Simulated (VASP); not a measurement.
# CdSe (F-43m) in VASP: a series of runs, part 2 of 2

VASP 6.6.1. Earlier steps stand in the parts before.

### 3 Single point, PBEsol

This run uses another cell than the first one, of 29.52 Å³/atom, 1.020 times its volume.

Contents of INCAR:

```
PREC = Accurate
ENCUT = 520
EDIFF = 1E-7
ISMEAR = -1
SIGMA = 0.05
LREAL = F
LASPH = T
NELM = 100
ALGO = Normal
ISIF = 2
LWAVE = F
LCHARG = F
GGA = PS
NBANDS = 16
```

Contents of KPOINTS:

```
Automatic mesh
0
Gamma
  8 8 8
```

Contents of POSCAR:

```
CdSe
1.0
    0.0000000000      3.0906047130      3.0906047130
    3.0906047130      0.0000000000      3.0906047130
    3.0906047130      3.0906047130      0.0000000000
Cd Se
1 1
Direct
    0.0000000000      0.0000000000      0.0000000000
    0.2500000000      0.2500000000      0.2500000000
```

Potentials or basis: VASP PAW PBE potentials, release 64 (Cd, Se).

Run with:

```sh
> cat potpaw_PBE.64/Cd/POTCAR potpaw_PBE.64/Se/POTCAR > POTCAR
> mpirun -np 1 vasp_std > vasp.out
```

It took 13 s on 1 thread of Intel Xeon 6975P-C (Granite Rapids), shared host; peak memory 0.21 GiB.

It converged, with:

| Property | Result |
| --- | --- |
| Free energy | -6.1617 eV |
| Pressure | -2.0 GPa |
| Band gap on the k mesh | 0.39 eV, direct |

Levels at points of the mesh, in eV from the valence-band top:
```tsv
k point	band 7	band 8	band 9	band 10	band 11	band 12
(0.00, 0.00, 0.00)	0.00	0.00	0.00	0.39	5.85	5.85
(0.50, 0.00, 0.00)	-4.17	-0.69	-0.69	2.23	6.35	6.35
(0.50, 0.50, 0.00)	-3.91	-1.72	-1.72	3.09	3.62	8.76
```

Caveat: the PAW data sets were made with another functional, which shifts forces and pressure a little.

### 4 Single point, PBEsol

This run uses another cell than the first one, of 30.10 Å³/atom, 1.040 times its volume.

Contents of INCAR:

```
SYSTEM = CdSe
ALGO = Normal ; EDIFF = 1E-7
ENCUT = 520 ; GGA = PS
ISIF = 2 ; ISMEAR = -1
LASPH = .TRUE. ; LCHARG = .FALSE.
LREAL = .FALSE. ; LWAVE = .FALSE.
NBANDS = 16 ; NELM = 80
PREC = Accurate ; SIGMA = 0.05
```

Contents of KPOINTS:

```
k-points
0
G
  8 8 8
  0 0 0
```

Contents of POSCAR:

```
CdSe
1.0
    0.0000000000      3.1106741371      3.1106741371
    3.1106741371      0.0000000000      3.1106741371
    3.1106741371      3.1106741371      0.0000000000
Cd Se
1 1
Direct
    0.0000000000      0.0000000000      0.0000000000
    0.2500000000      0.2500000000      0.2500000000
```

Run with:

```sh
> cat potpaw_PBE.64/Cd/POTCAR potpaw_PBE.64/Se/POTCAR > POTCAR
> mpirun -np 1 vasp_std > vasp.out
```

Run time: 14 s. Hardware: 1 thread of Intel Xeon 6975P-C (Granite Rapids), shared host; peak memory 0.21 GiB.

Results (log left out):

- Free energy: -6.1444 eV
- Pressure: -2.8 GPa
- Band gap on the k mesh: 0.35 eV, direct

Levels at points of the mesh, in eV from the valence-band top:
| k point | band 5 | band 6 | band 7 | band 8 | band 9 | band 10 | band 11 | band 12 | band 13 | band 14 |
| --- | --- | --- | --- | --- | --- | --- | --- | --- | --- | --- |
| (0.00, 0.00, 0.00) | -7.39 | -7.39 | 0.00 | 0.00 | 0.00 | 0.35 | 5.85 | 5.85 | 5.85 | 9.32 |
| (0.50, 0.00, 0.00) | -7.37 | -7.15 | -4.07 | -0.67 | -0.67 | 2.20 | 6.34 | 6.34 | 7.08 | 9.69 |
| (0.50, 0.50, 0.00) | -7.34 | -7.09 | -3.83 | -1.66 | -1.66 | 3.12 | 3.60 | 8.67 | 9.73 | 9.73 |

Caveat: the PAW data sets were made with another functional, which shifts forces and pressure a little.

### 5 Single point, PBEsol

This run uses another cell than the first one, of 29.52 Å³/atom, 1.020 times its volume.

Contents of INCAR:

```
SYSTEM = CdSe
  PREC = Accurate
  ENCUT = 520
  EDIFF = 1E-6
  ISMEAR = -1
  SIGMA = 0.05
  LREAL = .FALSE.
  LASPH = .TRUE.
  NELM = 100
  ALGO = Normal
  ISIF = 2
  LWAVE = .FALSE.
  LCHARG = .TRUE.
  GGA = PS
  LELF = .TRUE.
  LVHAR = .TRUE.
  NBANDS = 16
```

Contents of KPOINTS:

```
Automatic mesh
0
G
  8 8 8
  0 0 0
```

Contents of POSCAR:

```
CdSe
1.0
    0.0000000000      3.0906047130      3.0906047130
    3.0906047130      0.0000000000      3.0906047130
    3.0906047130      3.0906047130      0.0000000000
Cd Se
1 1
Direct
    0.0000000000      0.0000000000      0.0000000000
    0.2500000000      0.2500000000      0.2500000000
```

Potentials or basis: VASP PAW PBE potentials, release 64 (Cd, Se).

Run with:

```sh
> cat potpaw_PBE.64/Cd/POTCAR potpaw_PBE.64/Se/POTCAR > POTCAR
> mpirun -np 1 vasp_std > vasp.out
```

OUTCAR:

```text
SYSTEM = CdSe
   PREC = Accurate
   ENCUT = 520
   EDIFF = 1E-6
   ISMEAR = -1
   LREAL = .FALSE.
   LASPH = .TRUE.
   NELM = 100
   ISIF = 2
   GGA = PS

 ion  position               nearest neighbor table
   1  0.000  0.000  0.000-   2 2.68   2 2.68   2 2.68   2 2.68
   2  0.250  0.250  0.250-   1 2.68   1 2.68   1 2.68   1 2.68

  LATTYP: Found a face centered cubic cell.
 ALAT       =     6.1812094260

  Lattice vectors:

 A1 = (   0.0000000000,   3.0906047130,   3.0906047130)
 A2 = (   3.0906047130,   0.0000000000,   3.0906047130)
 A3 = (   3.0906047130,   3.0906047130,   0.0000000000)

Analysis of symmetry for initial positions (statically):
=====================================================================
 Subroutine PRICEL returns:
 Original cell was already a primitive cell.

 Routine SETGRP: Setting up the symmetry group for a
 face centered cubic supercell.

 Subroutine GETGRP returns: Found 24 space group operations
 (whereof 24 operations were pure point group operations)
 out of a pool of 48 trial point group operations.
[... 156 lines left out ...]
  ---------------------------------------------------
  ext. energy  EPLUGINS =         0.00000000
  ---------------------------------------------------
  free energy    TOTEN  =        -6.16167223 eV

  energy without entropy =       -6.16157592  energy(sigma->0) =       -6.16162407

 E-fermi :   0.6750     XC(G=0):  -8.8802

 val. band max:        0.4397962109   @ k =   0.0000   0.0000   0.0000
 cond. band min:       0.8272389863   @ k =   0.0000   0.0000   0.0000
 fundamental gap:      0.3874427754
 Fermi energy:         0.6750462243

 k-point     1 :       0.0000    0.0000    0.0000
  band No.  band energies     occupation
      1     -11.9227      2.00000
      2      -7.3177      2.00000
      3      -7.3177      2.00000
      4      -7.3177      2.00000
      5      -6.9866      2.00000
      6      -6.9866      2.00000
[... 433 lines left out ...]
      3      -7.1806      2.00000
      4      -7.0035      2.00000
      5      -6.9721      2.00000
      6      -6.6520      2.00000
[... 8 lines left out ...]
     15      11.8589      0.00000
     16      12.7930      0.00000

 [... further k-points ...]
[... 5 lines left out ...]
  --------------------------------------------------------------------------------------
  -------------------------------------------------------------------------------------
  Total       -0.7355768     -0.7355768     -0.7355768      0.0000000      0.0000000     -0.0000000
  in kB      -19.9608119    -19.9608119    -19.9608119      0.0000000      0.0000000     -0.0000000
  external PRESSURE =     -19.9608119 kB  Pullay stress =       0.0000000 kB

 VOLUME and BASIS-vectors are now :
 -----------------------------------------------------------------------------
  energy-cutoff  :      520.00
  volume of cell :       59.04
      direct lattice vectors                 reciprocal lattice vectors
     0.000000000  3.090604713  3.090604713    -0.161780637  0.161780637  0.161780637
     3.090604713  0.000000000  3.090604713     0.161780637 -0.161780637  0.161780637
     3.090604713  3.090604713  0.000000000     0.161780637  0.161780637 -0.161780637

 POSITION                                       TOTAL-FORCE (eV/Angst)
 -----------------------------------------------------------------------------------
      0.00000      0.00000      0.00000        -0.000000     -0.000000     -0.000000
      1.54530      1.54530      1.54530         0.000000      0.000000      0.000000
 -----------------------------------------------------------------------------------
    total drift:                               -0.000000     -0.000000     -0.000000

  FREE ENERGIE OF THE ION-ELECTRON SYSTEM (eV)
  ---------------------------------------------------
  free  energy   TOTEN  =        -6.1616722328 eV

  energy  without entropy=       -6.1615759156  energy(sigma->0) =       -6.16162407
```

OSZICAR:

```text
N       E                     dE             d eps       ncg     rms          rms(c)
DAV:   1     0.105431871143E+03    0.10543E+03   -0.87374E+03   936   0.100E+03
DAV:   2    -0.235098234790E+01   -0.10778E+03   -0.10147E+03  1088   0.245E+02
DAV:   3    -0.652833369542E+01   -0.41774E+01   -0.41694E+01  1136   0.500E+01
DAV:   4    -0.654649317135E+01   -0.18159E-01   -0.18159E-01  1144   0.329E+00
DAV:   5    -0.654660422980E+01   -0.11106E-03   -0.11106E-03  1168   0.224E-01    0.535E+00
DAV:   6    -0.618498129967E+01    0.36162E+00   -0.58528E-01  1360   0.944E+00    0.440E+00
DAV:   7    -0.616309640217E+01    0.21885E-01   -0.12108E-01  1096   0.237E+00    0.204E+00
DAV:   8    -0.616169580130E+01    0.14006E-02   -0.11906E-02  1048   0.131E+00    0.209E-01
DAV:   9    -0.616162008601E+01    0.75715E-04   -0.13009E-03  1160   0.465E-01    0.438E-02
DAV:  10    -0.616164496892E+01   -0.24883E-04   -0.14090E-04  1120   0.150E-01    0.392E-02
DAV:  11    -0.616167270781E+01   -0.27739E-04   -0.47858E-05  1160   0.493E-02    0.176E-02
DAV:  12    -0.616167223275E+01    0.47505E-06   -0.13970E-06   960   0.140E-02
   1 F= -.61616722E+01 E0= -.61616241E+01  d E =-.963172E-04
```

Run time: 13 s. Hardware: 1 thread of Intel Xeon 6975P-C (Granite Rapids), shared host; peak memory 0.2 GiB.

What came out:

```
Free energy            : -6.1617 eV
Pressure               : -2.0 GPa
Band gap on the k mesh : 0.39 eV, direct
```

Caveat: the PAW data sets were made with another functional, which shifts forces and pressure a little.

### 6 Overview

| cell | gap on the mesh (eV) | pressure (GPa) |
| --- | --- | --- |
| a = 4.342 Å, angles 60.0°, 2 atoms | 0.43 | -1.1 |
| a = 4.371 Å, angles 60.0°, 2 atoms | 0.39 | -2.0 |
| a = 4.399 Å, angles 60.0°, 2 atoms | 0.35 | -2.8 |

Alike in all rows: task single point; level PBEsol; potentials or basis VASP PAW PBE potentials, release 64 (Cd, Se); no spin polarisation; k mesh 8 × 8 × 8; cutoff (eV) 520; smearing fermi-dirac 0.05 eV.

Caveats: the PAW data sets were made with another functional, which shifts forces and pressure a little.

Absolute energies hang on the potentials; compare differences alone.
